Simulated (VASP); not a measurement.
# Tc (Fm-3m) in VASP: further runs

The runs below take Tc through single point, relaxation of cell and atoms, with LDA.

Everything below comes from runs of VASP 6.6.1. Logs are shortened: lines on timing, memory, paths and dates and some standing lists are left out, and cuts for length are marked.

## 1. The cell of the first run

The structure is cubic, space group Fm-3m (No. 225). The conventional cell has a = 3.811 Å, b = 3.811 Å, c = 3.811 Å, α = 90.00°, β = 90.00°, γ = 90.00°. Within 3.6 Å of Tc (site symmetry m-3m) lie 12 Tc at 2.69 Å.

## 2. Single point, LDA

File INCAR:

```
PREC = Accurate ; ENCUT = 520
EDIFF = 1E-6 ; ISMEAR = -1
SIGMA = 0.05 ; LREAL = False
LASPH = True ; NELM = 80
ALGO = Normal ; ISIF = 2
LWAVE = False ; LCHARG = False
GGA = CA ; NBANDS = 12
```

File KPOINTS:

```
Automatic mesh
0
Gamma
  20 20 20
```

File POSCAR:

```
Tc
1.0
    0.0000000000      1.9054987293      1.9054987293
    1.9054987293      0.0000000000      1.9054987293
    1.9054987293      1.9054987293      0.0000000000
Tc
1
Direct
    0.0000000000      0.0000000000      0.0000000000
```

Potentials or basis: VASP PAW LDA potentials, release 64 (Tc_pv).

Command:

```sh
cat potpaw_LDA.64/Tc_pv/POTCAR > POTCAR
mpirun -np 1 vasp_std > vasp.out
```

OUTCAR:

```text
PREC = Accurate
   ENCUT = 520
   EDIFF = 1E-6
   ISMEAR = -1
   LREAL = False
   LASPH = True
   NELM = 80
   ISIF = 2
   GGA = CA

 ion  position               nearest neighbor table
   1  0.000  0.000  0.000-

  LATTYP: Found a face centered cubic cell.
 ALAT       =     3.8109974586

  Lattice vectors:

 A1 = (   0.0000000000,   1.9054987293,   1.9054987293)
 A2 = (   1.9054987293,   0.0000000000,   1.9054987293)
 A3 = (   1.9054987293,   1.9054987293,   0.0000000000)

Analysis of symmetry for initial positions (statically):
=====================================================================
 Subroutine PRICEL returns:
 Original cell was already a primitive cell.

 Routine SETGRP: Setting up the symmetry group for a
 face centered cubic supercell.

 Subroutine GETGRP returns: Found 48 space group operations
 (whereof 48 operations were pure point group operations)
 out of a pool of 48 trial point group operations.

The static configuration has the point symmetry O_h .

Analysis of symmetry for dynamics (positions and initial velocities):
=====================================================================
 Subroutine PRICEL returns:
 Original cell was already a primitive cell.

 Routine SETGRP: Setting up the symmetry group for a
 face centered cubic supercell.

 Subroutine GETGRP returns: Found 48 space group operations
 (whereof 48 operations were pure point group operations)
 out of a pool of 48 trial point group operations.

The dynamic configuration has the point symmetry O_h .

 Subroutine INISYM returns: Found 48 space group operations
 (whereof 48 operations are pure point group operations),
 and found     1 'primitive' translations

----------------------------------------------------------------------------------------

                                     Primitive cell

  volume of cell :      13.8374

  direct lattice vectors                    reciprocal lattice vectors
     0.000000000  1.905498729  1.905498729    -0.262398496  0.262398496  0.262398496
     1.905498729  0.000000000  1.905498729     0.262398496 -0.262398496  0.262398496
     1.905498729  1.905498729  0.000000000     0.262398496  0.262398496 -0.262398496

  length of vectors
     2.694782146  2.694782146  2.694782146     0.454487526  0.454487526  0.454487526

[... 76 lines left out ...]
   ENCUT  =  520.0 eV  38.22 Ry    6.18 a.u.   5.01  5.01  5.01*2*pi/ulx,y,z
   NELM   =     80;   NELMIN=  2; NELMDL= -5     # of ELM steps
   EDIFF  = 0.1E-05   stopping-criterion for ELM
   LREAL  =      F    real-space projection
   EDIFFG = 0.1E-04   stopping-criterion for IOM
   NSW    =      0    number of steps for IOM
   IBRION =     -1    ionic relax: 0-MD 1-quasi-New 2-CG
   NFREE  =      0    steps in history (QN), initial steepest desc. (CG)
   ISIF   =      2    stress and relaxation
   ISYM   =      2    0-nonsym 1-usesym 2-fastsym
   POTIM  = 0.5000    time-step for ionic-motion
   TEBEG  =    0.0;   TEEND  =   0.0 temperature during run
   PSTRESS=    0.0 pullay stress
   NELECT =      13.0000    total number of electrons
   NUPDOWN=      -1.0000    fix difference up-down
   EMIN   =  10.00;   EMAX   =-10.00  energy-range for DOS
   EFERMI =   0.00;   METHOD = LEGACY
   ISMEAR =    -1;   SIGMA  =   0.05  broadening in eV -4-tet -1-fermi 0-gaus
   EFERMI_NEDOS =   21; number of points for ismear=-14 and -15
   IALGO  =     38    algorithm
   IMIX   =      4    mixing-type and parameters
     AMIX     =   0.40;   BMIX     =  1.00
     AMIX_MAG =   1.60;   BMIX_MAG =  1.00
  volume/ion in A,a.u.               =      13.84        93.38
  Fermi-wavevector in a.u.,A,eV,Ry     =   1.603383  3.029955 34.978363  2.570837
  Thomas-Fermi vector in A             =   2.700055
   LORBIT       =      0    0 simple, 1 ext, 2 COOP (PROOUT), +10 PAW based schemes
   GGA     = CA    functional components
   LHFCALC =     F    Hartree Fock is set to
   AEXX    =    0.0000 exact exchange contribution
   IVDW    =     0    specifies the selected vdW correction
   LEPSILON=     F    determine dielectric tensor
   LRPA    =     F    only Hartree local field effects (RPA)
 non-spin polarized calculation
  energy-cutoff  :      520.00
  volume of cell :       13.84
 maximum number of plane-waves:       388
   NGX =  9   NGY =  9   NGZ =  9

 number of electron      12.9999997 magnetization

 Free energy of the ion-electron system (eV)
  ---------------------------------------------------
  ext. energy  EPLUGINS =         0.00000000
  ---------------------------------------------------
  free energy    TOTEN  =       -11.66036975 eV

  energy without entropy =      -11.65140494  energy(sigma->0) =      -11.65588735

 E-fermi :  13.2903     XC(G=0): -14.2242

 val. band max:       13.2826251751   @ k =  -0.3500   0.3000   0.0500
 cond. band min:      13.3001057779   @ k =  -0.4000   0.4000   0.0000
 fundamental gap:      0.0174806028
 Fermi energy:        13.2903328296

 k-point     1 :       0.0000    0.0000    0.0000
  band No.  band energies     occupation
      1     -24.8059      2.00000
      2     -24.8059      2.00000
      3     -24.8059      2.00000
      4       5.6329      2.00000
      5      11.3848      2.00000
      6      11.3848      2.00000
      7      11.3848      2.00000
      8      14.1599      0.00000
      9      14.1599      0.00000
     10      27.2936      0.00000
     11      33.0329      0.00000
     12      33.0329      0.00000
[... 331 lines left out ...]
 k-point    24 :      -0.3500    0.0500    0.0000
  band No.  band energies     occupation
      1     -26.0210      2.00000
      2     -25.0049      2.00000
      3     -24.9557      2.00000
      4       7.7597      2.00000
      5      11.3717      2.00000
      6      11.4865      2.00000
      7      12.6362      2.00000
      8      15.2016      0.00000
      9      16.0815      0.00000
     10      26.0348      0.00000
     11      28.8849      0.00000
     12      34.9276      0.00000

 [... further k-points ...]
[... 5 lines left out ...]
  --------------------------------------------------------------------------------------
  -------------------------------------------------------------------------------------
  Total        0.0060727      0.0060727      0.0060727      0.0000000      0.0000000      0.0000000
  in kB        0.7031323      0.7031323      0.7031323      0.0000000      0.0000000      0.0000000
  external PRESSURE =       0.7031323 kB  Pullay stress =       0.0000000 kB

 VOLUME and BASIS-vectors are now :
 -----------------------------------------------------------------------------
  energy-cutoff  :      520.00
  volume of cell :       13.84
      direct lattice vectors                 reciprocal lattice vectors
     0.000000000  1.905498729  1.905498729    -0.262398496  0.262398496  0.262398496
     1.905498729  0.000000000  1.905498729     0.262398496 -0.262398496  0.262398496
     1.905498729  1.905498729  0.000000000     0.262398496  0.262398496 -0.262398496

 POSITION                                       TOTAL-FORCE (eV/Angst)
 -----------------------------------------------------------------------------------
      0.00000      0.00000      0.00000        -0.000000      0.000000      0.000000
 -----------------------------------------------------------------------------------
    total drift:                                0.000000     -0.000000      0.000000

  FREE ENERGIE OF THE ION-ELECTRON SYSTEM (eV)
  ---------------------------------------------------
  free  energy   TOTEN  =       -11.6603697497 eV

  energy  without entropy=      -11.6514049450  energy(sigma->0) =      -11.65588735
```

stdout:

```text
POSCAR found type information on POSCAR Tc
 POSCAR found :  1 types and       1 ions
 scaLAPACK will be used
 LDA part: xc-table for (Slater(with rela. corr.)+CA(PZ))
 , standard interpolation
 POSCAR, INCAR and KPOINTS ok, starting setup
 FFT: planning ... GRIDC
 FFT: planning ... GRID_SOFT
 FFT: planning ... GRID
 WAVECAR not read
 entering main loop
```

Run time: 16 s. Hardware: 1 thread of Intel Xeon Platinum 8488C (Sapphire Rapids), shared host; peak memory 0.15 GiB.

What came out:

* Free energy: -11.6604 eV
* Pressure: 0.1 GPa

## 3. Relaxation of cell and atoms, LDA

File INCAR:

```
SYSTEM = Tc
  ALGO = Normal
  EDIFF = 1E-6
  EDIFFG = -0.01
  ENCUT = 600
  GGA = CA
  IBRION = 2
  ISIF = 3
  ISMEAR = -1
  LASPH = .TRUE.
  LCHARG = .FALSE.
  LREAL = .FALSE.
  LWAVE = .FALSE.
  NELM = 60
  NSW = 80
  PREC = Accurate
  SIGMA = 0.05
```

File KPOINTS:

```
k-points
0
G
  20 20 20
  0 0 0
```

POSCAR is that of step 2.

Potentials or basis: VASP PAW LDA potentials, release 64 (Tc_pv).

Command:

```sh
cat potpaw_LDA.64/Tc_pv/POTCAR > POTCAR
mpirun -np 1 vasp_std > vasp.out
```

Wall time 29 s (1 thread of Intel Xeon Platinum 8488C (Sapphire Rapids), shared host); peak memory 0.16 GiB.

The run converged. Its results:

- Free energy: -11.6607 eV
- Relaxed volume: 13.85 Å³/atom
- Relaxed cell: a = 2.695 Å, b = 2.695 Å, c = 2.695 Å, α = 60.00°, β = 60.00°, γ = 60.00°
- Space group after relaxing (to 0.05 Å): Fm-3m (No. 225)
- Energy gained by relaxing: 0.0 meV/atom
- Ionic steps: 3
- Pressure after relaxing: 0.0 GPa

Final structure:
```xyz
1
Lattice="0.0000 1.9059 1.9059 1.9059 0.0000 1.9059 1.9059 1.9059 0.0000" Properties=species:S:1:pos:R:3 pbc="T T T"
Tc    0.0000    0.0000    0.0000
```

Levels at points of the mesh, in eV from the Fermi level:
| k point | band 4 | band 5 | band 6 | band 7 | band 8 | band 9 | band 10 |
| --- | --- | --- | --- | --- | --- | --- | --- |
| (0.00, 0.00, 0.00) | -7.65 | -1.90 | -1.90 | -1.90 | 0.87 | 0.87 | 14.00 |
| (0.50, 0.00, 0.00) | -5.79 | -2.09 | -2.09 | 1.39 | 3.05 | 3.05 | 11.33 |
| (0.50, 0.50, 0.00) | -6.25 | -5.63 | 2.99 | 3.68 | 3.68 | 4.09 | 13.31 |
